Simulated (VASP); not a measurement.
Wanted: the native input for a VASP 6.6.1 run.

```yaml
Task: single point
Functional: LDA
Potentials_or_basis: VASP PAW LDA potentials, release 64 (K_sv, F)
Cutoff: 520 eV
k_mesh: 8 × 8 × 8
Occupations: gaussian, width 0.05 eV
Spin: no spin polarisation
Dipole_correction: no
Further_INCAR_settings: ALGO = Normal; EDIFF = 1e-06; NBANDS = 15
```

The structure of KF lies in POSCAR:

```
KF
1.0
   -0.1080140933      2.5010219768      2.5010219768
    2.5010219768     -0.1080140933      2.5010219768
    2.5010219768      2.5010219768     -0.1080140933
K F
1 1
Direct
    0.0000000000      0.0000000000      0.0000000000
    0.5000000000      0.5000000000      0.5000000000
```

These files were run (other wordings do the same):

INCAR

```
PREC = Accurate
ENCUT = 520
EDIFF = 1E-6
ISMEAR = 0
SIGMA = 0.05
LREAL = F
LASPH = T
NELM = 60
ALGO = Normal
ISIF = 2
LWAVE = F
LCHARG = F
GGA = CA
NBANDS = 15
```

KPOINTS

```
regular mesh
0
Gamma
  8 8 8
```

Potentials or basis: VASP PAW LDA potentials, release 64 (K_sv, F).

Launch:

```bash
$ cat potpaw_LDA.64/K_sv/POTCAR potpaw_LDA.64/F/POTCAR > POTCAR
$ mpirun -np 1 vasp_std > vasp.out
```

Results of the run:

- Pressure: 1.7 GPa
- Band gap on the k mesh: 6.49 eV, direct

Run time: 14 s on 1 thread of Intel(R) Xeon(R) 6975P-C (Granite Rapids), on a shared host, peak memory 0.15 GiB.
